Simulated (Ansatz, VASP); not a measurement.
## PtS2: VASP beside Ansatz

File INCAR:

```
SYSTEM = PtS2
PREC = Accurate
ENCUT = 520
EDIFF = 1E-6
ISMEAR = 0
SIGMA = 0.05
LREAL = .FALSE.
LASPH = .TRUE.
NELM = 60
ALGO = Normal
ISIF = 2
LWAVE = .FALSE.
LCHARG = .FALSE.
LDIPOL = .TRUE.
IDIPOL = 3
DIPOL = 0.5 0.5 0.388
GGA = PE
IVDW = 12
NBANDS = 31
```

KPOINTS

```
regular mesh
0
G
  9 9 1
  0 0 0
```

Contents of POSCAR:

```
PtS2
1.0
    3.5415278079      0.0000000000      0.0000000000
   -1.7707639039      3.0670530498      0.0000000000
    0.0000000000      0.0000000000     22.4670615492
S Pt
4 2
Direct
    0.6666666667      0.3333333333      0.2002932155
    0.3333333333      0.6666666667      0.3108341854
    0.5000000000      0.6666666667      0.4648374133
    0.1666666667      1.0000000000      0.5753783832
    0.0000000000      0.0000000000      0.2555637004
   -0.1666666667      0.3333333333      0.5201078982
```

Input for Ansatz:

```yaml
crystal:
  lattice:
    - [3.5415278079, 0.0, 0.0]
    - [-1.7707639039, 3.0670530498, 0.0]
    - [0.0, 0.0, 22.4670615492]
  atoms:
    - { symbol: S, position: [0.6666666667, 0.3333333333, 0.2002932155] }
    - { symbol: Pt, position: [0.0, 0.0, 0.2555637004] }
    - { symbol: S, position: [0.3333333333, 0.6666666667, 0.3108341854] }
    - { symbol: S, position: [0.5, 0.6666666667, 0.4648374133] }
    - { symbol: Pt, position: [-0.1666666667, 0.3333333333, 0.5201078982] }
    - { symbol: S, position: [0.1666666667, 1.0, 0.5753783832] }
basis:
  ecutwfc: 420
kpoints:
  mp_grid: { grid: [9, 9, 1] }
hamiltonian:
  xc: pbe
  pseudopotentials: { kind: paw, azcp: { folder: soft_1 } }
  dispersion: d3bj
scf:
  occupations: { method: gaussian, width: 0.05 }
output:
  forces: true
  eigenvalues: true
efield:
  axis: 3
  dipole_correction: true
  ramp_width: 0.04
```

Alike in both runs: task single point; functional PBE; dispersion D3(BJ); k mesh 9 × 9 × 1; occupations gaussian, width 0.05 eV; no spin polarisation.

|  | VASP | Ansatz |
| --- | --- | --- |
| version | VASP 6.6.1 | Ansatz 0.2.0 |
| potentials or method | VASP PAW PBE potentials, release 64 (S, Pt), cutoff 520 eV | scalar-relativistic, plane waves, PAW |
| valence electrons in the cell | 44 | 60 |

```csv
,VASP,Ansatz,Ansatz less VASP
gap on the k mesh at the Fermi level (eV),1.38,1.37,-0.007
least direct gap on the mesh (eV),1.49,1.48,-0.008
rms of the force components (eV/Å),0.032,0.022,-0.0101
```

VASP's potentials hold 44 valence electrons a cell and Ansatz's 60, so a difference there can come from the potentials and not from the codes.

Spin-orbit coupling is off throughout.
